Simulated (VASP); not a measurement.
Input of a VASP 6.6.1 run:

INCAR

```
PREC     = Accurate       # precision mode
ENCUT    = 520            # plane-wave cutoff, eV
EDIFF    = 1E-6           # SCF threshold, eV
ISMEAR   = 0              # smearing method
SIGMA    = 0.1            # smearing width, eV
LREAL    = False          # projectors in reciprocal space
LASPH    = True           # aspherical terms in the spheres
NELM     = 150            # most SCF steps
ALGO     = Fast           # electronic algorithm
ISIF     = 2              # what is computed and relaxed
LWAVE    = False          # write WAVECAR
LCHARG   = False          # write CHGCAR
ISPIN    = 2              # spin polarisation
MAGMOM   = 0.7 0.7 0.7 0.7 # initial moments
LORBIT   = 11             # projections on sites
LMAXMIX  = 4              # l up to which the mixer works
LDIPOL   = True         
IDIPOL   = 3            
DIPOL    = 0.5 0.5 0.500
NBANDS   = 32             # bands
```

Contents of KPOINTS:

```
Automatic mesh
0
Gamma
  12 12 1
```

Contents of POSCAR:

```
Ni
1.0
    2.4211898561      0.0000000000      0.0000000000
   -1.2105949281      2.0968119228      0.0000000000
    0.0000000000      0.0000000000     22.9306797179
Ni
4
Direct
    0.6666666667      0.3333333333      0.3706824265
    0.3333333333      0.6666666667      0.4568941422
    0.0000000000      0.0000000000      0.5426785859
    0.6666666667      0.3333333333      0.6277603531
```

Potentials or basis: VASP PAW LDA potentials, release 64 (Ni).

Command:

```sh
$ cat potpaw_LDA.64/Ni/POTCAR > POTCAR
$ mpirun -np 1 vasp_std > vasp.out
```

(1) Estimate the net moment.

(2) Estimate the site moments.

## Answers

(1) 2.35 μB per cell.

(2) Ni +0.56, +0.62, +0.57 (each value once) μB.
